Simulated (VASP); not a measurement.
# TiB2 (P6/mmm) in VASP: single point with LDA

Aim: the single point of TiB2 with LDA.

Everything below comes from runs of VASP 6.6.1. Logs are shortened: lines on timing, memory, paths and dates and some standing lists are left out, and cuts for length are marked.

## Step 1: The cell of the first run

It takes space group P6/mmm (No. 191, hexagonal). The conventional cell has a = 2.993 Å, b = 2.993 Å, c = 3.165 Å, α = 90.00°, β = 90.00°, γ = 120.00°. Within 3.1 Å of Ti (site symmetry 6/mmm) lie 12 B at 2.34 Å and 6 Ti at 2.99 Å. Within 2.3 Å of B (site symmetry -6m2) lie 3 B at 1.73 Å.

## Step 2: Single point, LDA

The input, INCAR:

```
SYSTEM = TiB2
PREC = Accurate
ENCUT = 500
EDIFF = 1E-6
ISMEAR = 0
SIGMA = 0.1
LREAL = .FALSE.
LASPH = .TRUE.
NELM = 120
ALGO = Normal
ISIF = 2
LWAVE = .FALSE.
LCHARG = .FALSE.
NBANDS = 16
GGA_COMPAT = .FALSE.
```

The input, KPOINTS:

```
Automatic mesh
0
G
  10 10 6
  0 0 0
```

The input, POSCAR:

```
TiB2
1.0
    2.9925135876      0.0000000000      0.0000000000
   -1.4962567938      2.5915927880      0.0000000000
    0.0000000000      0.0000000000      3.1653898831
Ti B
1 2
Direct
    0.0000000000      0.0000000000      0.0000000000
    0.3333333333      0.6666666667      0.4999991553
    0.6666666667      0.3333333333      0.5000008447
```

Potentials or basis: VASP PAW LDA potentials, release 64 (Ti_sv, B).

Run with:

```console
$ cat potpaw_LDA.64/Ti_sv/POTCAR potpaw_LDA.64/B/POTCAR > POTCAR
$ mpirun -np 1 vasp_std > vasp.out
```

OUTCAR:

```text
SYSTEM = TiB2
   PREC = Accurate
   ENCUT = 500
   EDIFF = 1E-6
   ISMEAR = 0
   LREAL = .FALSE.
   LASPH = .TRUE.
   NELM = 120
   ISIF = 2

 ion  position               nearest neighbor table
   1  0.000  0.000  0.000-   2 2.34   3 2.34   2 2.34   3 2.34   3 2.34   2 2.34   3 2.34   2 2.34
                             2 2.34   3 2.34   3 2.34   2 2.34
   2  0.333  0.667  0.500-   3 1.73   3 1.73   3 1.73   1 2.34   1 2.34   1 2.34   1 2.34   1 2.34
                             1 2.34
   3  0.667  0.333  0.500-   2 1.73   2 1.73   2 1.73   1 2.34   1 2.34   1 2.34   1 2.34   1 2.34
                             1 2.34

  LATTYP: Found a hexagonal cell.
 ALAT       =     2.9925135876
 C/A-ratio  =     1.0577695942

  Lattice vectors:

 A1 = (   2.9925135876,   0.0000000000,   0.0000000000)
 A2 = (  -1.4962567938,   2.5915927880,   0.0000000000)
 A3 = (   0.0000000000,   0.0000000000,   3.1653898831)

Analysis of symmetry for initial positions (statically):
=====================================================================
 Subroutine PRICEL returns:
 Original cell was already a primitive cell.

 Routine SETGRP: Setting up the symmetry group for a
 hexagonal supercell.

 Subroutine GETGRP returns: Found 24 space group operations
 (whereof 24 operations were pure point group operations)
 out of a pool of 24 trial point group operations.

The static configuration has the point symmetry D_6h.

Analysis of symmetry for dynamics (positions and initial velocities):
=====================================================================
 Subroutine PRICEL returns:
 Original cell was already a primitive cell.

 Routine SETGRP: Setting up the symmetry group for a
 hexagonal supercell.

 Subroutine GETGRP returns: Found 24 space group operations
 (whereof 24 operations were pure point group operations)
 out of a pool of 24 trial point group operations.

The dynamic configuration has the point symmetry D_6h.

 Subroutine INISYM returns: Found 24 space group operations
 (whereof 24 operations are pure point group operations),
 and found     1 'primitive' translations

----------------------------------------------------------------------------------------

                                     Primitive cell

  volume of cell :      24.5488

  direct lattice vectors                    reciprocal lattice vectors
     2.992513588  0.000000000  0.000000000     0.334167238  0.192931545  0.000000000
    -1.496256794  2.591592788  0.000000000     0.000000000  0.385863090  0.000000000
     0.000000000  0.000000000  3.165389883     0.000000000  0.000000000  0.315916850

  length of vectors
     2.992513588  2.992513588  3.165389883     0.385863090  0.385863090  0.315916850

  position of ions in fractional coordinates (direct lattice)
     0.000000000  0.000000000  0.000000000
     0.333333333  0.666666667  0.499999155
     0.666666667  0.333333333  0.500000845

  ion indices of the primitive-cell ions
   primitive index   ion index
                 1           1
                 2           2
                 3           3

----------------------------------------------------------------------------------------

 KPOINTS: Automatic mesh

Automatic generation of k-mesh.
 Grid dimensions read from file:
 generate k-points for:   10   10    6

 Generating k-lattice:

  Cartesian coordinates                     Fractional coordinates (reciprocal lattice)
     0.033416724  0.019293154  0.000000000     0.100000000 -0.000000000  0.000000000
     0.000000000  0.038586309  0.000000000     0.000000000  0.100000000  0.000000000
     0.000000000  0.000000000  0.052652808     0.000000000  0.000000000  0.166666667

  Length of vectors
     0.038586309  0.038586309  0.052652808

  Shift w.r.t. Gamma in fractional coordinates (k-lattice)
     0.000000000  0.000000000  0.000000000

 Subroutine IBZKPT returns following result:
 ===========================================

 Found     56 irreducible k-points:

 Following reciprocal coordinates:
            Coordinates               Weight
  0.000000  0.000000  0.000000      1.000000
  0.100000  0.000000  0.000000      6.000000
  0.200000  0.000000  0.000000      6.000000
  0.300000  0.000000  0.000000      6.000000
  0.400000  0.000000  0.000000      6.000000
  0.500000  0.000000  0.000000      3.000000
[... 16 lines left out ...]
  0.300000  0.100000  0.166667     24.000000
  0.400000  0.100000  0.166667     24.000000
 [... further k-points ...]
   k-points           NKPTS =     56   k-points in BZ     NKDIM =     56   number of bands    NBANDS=     16
   number of dos      NEDOS =    301   number of ions     NIONS =      3
   total plane-waves  NPLWV =  13824
   dimension x,y,z NGX =    24 NGY =   24 NGZ =   24
   dimension x,y,z NGXF=    48 NGYF=   48 NGZF=   48
   ions per type =               1   2
   NGX,Y,Z   is equivalent  to a cutoff of  13.33, 13.33, 12.60 a.u.
   NGXF,Y,Z  is equivalent  to a cutoff of  26.67, 26.67, 25.21 a.u.
 SYSTEM =  TiB2
   PREC   = accura    normal or accurate (medium, high low for compatibility)
   ISTART =      0    job   : 0-new  1-cont  2-samecut
   ICHARG =      2    charge: 1-file 2-atom 10-const
   ISPIN  =      1    spin polarized calculation?
   LNONCOLLINEAR =      F non collinear calculations
   LSORBIT =      F    spin-orbit coupling
   LASPH  =      T    aspherical Exc in radial PAW
   ENCUT  =  500.0 eV  36.75 Ry    6.06 a.u.   5.46  5.46  5.77*2*pi/ulx,y,z
   NELM   =    120;   NELMIN=  2; NELMDL= -5     # of ELM steps
   EDIFF  = 0.1E-05   stopping-criterion for ELM
   LREAL  =      F    real-space projection
   EDIFFG = 0.1E-04   stopping-criterion for IOM
   NSW    =      0    number of steps for IOM
   IBRION =     -1    ionic relax: 0-MD 1-quasi-New 2-CG
   NFREE  =      0    steps in history (QN), initial steepest desc. (CG)
   ISIF   =      2    stress and relaxation
   ISYM   =      2    0-nonsym 1-usesym 2-fastsym
   POTIM  = 0.5000    time-step for ionic-motion
   TEBEG  =    0.0;   TEEND  =   0.0 temperature during run
   PSTRESS=    0.0 pullay stress
   NELECT =      18.0000    total number of electrons
   NUPDOWN=      -1.0000    fix difference up-down
   EMIN   =  10.00;   EMAX   =-10.00  energy-range for DOS
   EFERMI =   0.00;   METHOD = LEGACY
   ISMEAR =     0;   SIGMA  =   0.10  broadening in eV -4-tet -1-fermi 0-gaus
   EFERMI_NEDOS =   21; number of points for ismear=-14 and -15
   IALGO  =     38    algorithm
   IMIX   =      4    mixing-type and parameters
     AMIX     =   0.40;   BMIX     =  1.00
     AMIX_MAG =   1.60;   BMIX_MAG =  1.00
  volume/ion in A,a.u.               =       8.18        55.22
  Fermi-wavevector in a.u.,A,eV,Ry     =   1.476235  2.789681 29.650784  2.179271
  Thomas-Fermi vector in A             =   2.590787
   LORBIT       =      0    0 simple, 1 ext, 2 COOP (PROOUT), +10 PAW based schemes
   GGA     = CA    functional components
   LHFCALC =     F    Hartree Fock is set to
   AEXX    =    0.0000 exact exchange contribution
   IVDW    =     0    specifies the selected vdW correction
   LEPSILON=     F    determine dielectric tensor
   LRPA    =     F    only Hartree local field effects (RPA)
 non-spin polarized calculation
 Gauss-broadening in eV      SIGMA  =   0.10
  energy-cutoff  :      500.00
  volume of cell :       24.55
 maximum number of plane-waves:       642
 NGX is ok and might be reduce to    24
   NGX = 11   NGY = 11   NGZ = 11

 number of electron      17.9999999 magnetization

 Free energy of the ion-electron system (eV)
  ---------------------------------------------------
  ext. energy  EPLUGINS =         0.00000000
  ---------------------------------------------------
  free energy    TOTEN  =       -26.91599305 eV

  energy without entropy =      -26.91271005  energy(sigma->0) =      -26.91435155

 E-fermi :  10.3590     XC(G=0): -13.1666

 val. band max:       10.3401619845   @ k =   0.3000   0.2000   0.0000
 cond. band min:      10.3645456455   @ k =   0.4000   0.2000   0.0000
 fundamental gap:      0.0243836610
 Fermi energy:        10.3589923671

 k-point     1 :       0.0000    0.0000    0.0000
  band No.  band energies     occupation
      1     -45.7124      2.00000
      2     -22.4535      2.00000
      3     -22.1181      2.00000
      4     -22.1181      2.00000
      5      -3.0997      2.00000
      6       7.6839      2.00000
[... 8 lines left out ...]
     15      16.3616      0.00000
     16      17.7871      0.00000

 k-point     2 :       0.1000    0.0000    0.0000
  band No.  band energies     occupation
      1     -45.7059      2.00000
      2     -22.4456      2.00000
      3     -22.1655      2.00000
      4     -22.1288      2.00000
      5      -2.9027      2.00000
      6       7.1605      2.00000
[... 8 lines left out ...]
     15      17.4949      0.00000
     16      18.3819      0.00000

 k-point     3 :       0.2000    0.0000    0.0000
  band No.  band energies     occupation
      1     -45.6889      2.00000
      2     -22.4248      2.00000
      3     -22.2880      2.00000
      4     -22.1566      2.00000
      5      -2.3301      2.00000
      6       5.8822      2.00000
[... 8 lines left out ...]
     15      18.5112      0.00000
     16      19.6561      0.00000

 k-point     4 :       0.3000    0.0000    0.0000
  band No.  band energies     occupation
      1     -45.6678      2.00000
      2     -22.4364      2.00000
      3     -22.3990      2.00000
      4     -22.1908      2.00000
      5      -1.4291      2.00000
      6       4.3068      2.00000
[... 8 lines left out ...]
     15      18.2965      0.00000
     16      20.0169      0.00000
[... 324 lines left out ...]
 k-point    22 :       0.2000    0.1000    0.1667
  band No.  band energies     occupation
      1     -45.6702      2.00000
      2     -22.4690      2.00000
      3     -22.3652      2.00000
      4     -22.1846      2.00000
      5      -1.4847      2.00000
      6       5.1468      2.00000
[... 8 lines left out ...]
     15      19.0271      0.00000
     16      20.2607      0.00000

 k-point    23 :       0.3000    0.1000    0.1667
  band No.  band energies     occupation
      1     -45.6511      2.00000
      2     -22.4893      2.00000
      3     -22.4422      2.00000
      4     -22.2236      2.00000
      5      -0.5221      2.00000
      6       3.5850      2.00000
[... 8 lines left out ...]
     15      19.3695      0.00000
     16      21.1364      0.00000

 k-point    24 :       0.4000    0.1000    0.1667
  band No.  band energies     occupation
      1     -45.6392      2.00000
      2     -22.5635      2.00000
      3     -22.4269      2.00000
      4     -22.2477      2.00000
      5       0.6658      2.00000
      6       2.0717      2.00000
[... 8 lines left out ...]
     15      19.5571      0.00000
     16      21.0428      0.00000

 [... further k-points ...]
[... 5 lines left out ...]
  --------------------------------------------------------------------------------------
  -------------------------------------------------------------------------------------
  Total        0.0859374      0.0859374      0.0667106      0.0000000     -0.0000000     -0.0000000
  in kB        5.6087032      5.6087032      4.3538693      0.0000000     -0.0000000     -0.0000000
  external PRESSURE =       5.1904252 kB  Pullay stress =       0.0000000 kB

 VOLUME and BASIS-vectors are now :
 -----------------------------------------------------------------------------
  energy-cutoff  :      500.00
  volume of cell :       24.55
      direct lattice vectors                 reciprocal lattice vectors
     2.992513588  0.000000000  0.000000000     0.334167238  0.192931545  0.000000000
    -1.496256794  2.591592788  0.000000000     0.000000000  0.385863090  0.000000000
     0.000000000  0.000000000  3.165389883     0.000000000  0.000000000  0.315916850

 POSITION                                       TOTAL-FORCE (eV/Angst)
 -----------------------------------------------------------------------------------
      0.00000      0.00000      0.00000         0.000000      0.000000      0.000000
     -0.00000      1.72773      1.58269         0.000000     -0.000000      0.000000
      1.49626      0.86386      1.58270        -0.000000      0.000000     -0.000000
 -----------------------------------------------------------------------------------
    total drift:                               -0.000000      0.000000      0.000000

  FREE ENERGIE OF THE ION-ELECTRON SYSTEM (eV)
  ---------------------------------------------------
  free  energy   TOTEN  =       -26.9159930473 eV

  energy  without entropy=      -26.9127100527  energy(sigma->0) =      -26.91435155
```

Wall time 10 s (1 thread of AMD EPYC 9R45 (Zen 5), shared host); peak memory 0.11 GiB.

What came out:

```yaml
Free_energy: -26.9160 eV
Pressure: 0.5 GPa
Band_gap_on_the_k_mesh: zero (band 9 reaches 10.57 eV, above the bottom of band 10 at 10.18 eV)
```

Levels at points of the mesh, in eV from the Fermi level:
| k point | band 6 | band 7 | band 8 | band 9 | band 10 | band 11 | band 12 | band 13 |
| --- | --- | --- | --- | --- | --- | --- | --- | --- |
| (0.00, 0.00, 0.00) | -2.68 | -2.68 | -2.15 | -2.12 | 2.07 | 2.07 | 3.95 | 3.95 |
| (0.50, 0.00, 0.00) | -9.04 | -3.24 | -3.23 | -2.32 | 1.49 | 2.94 | 3.46 | 3.62 |
| (0.00, 0.00, 0.50) | -7.63 | -0.50 | -0.50 | -0.18 | -0.18 | 0.50 | 0.50 | 1.87 |
| (0.50, 0.00, 0.50) | -7.42 | -4.75 | -3.89 | -3.00 | 2.73 | 3.14 | 4.93 | 4.94 |
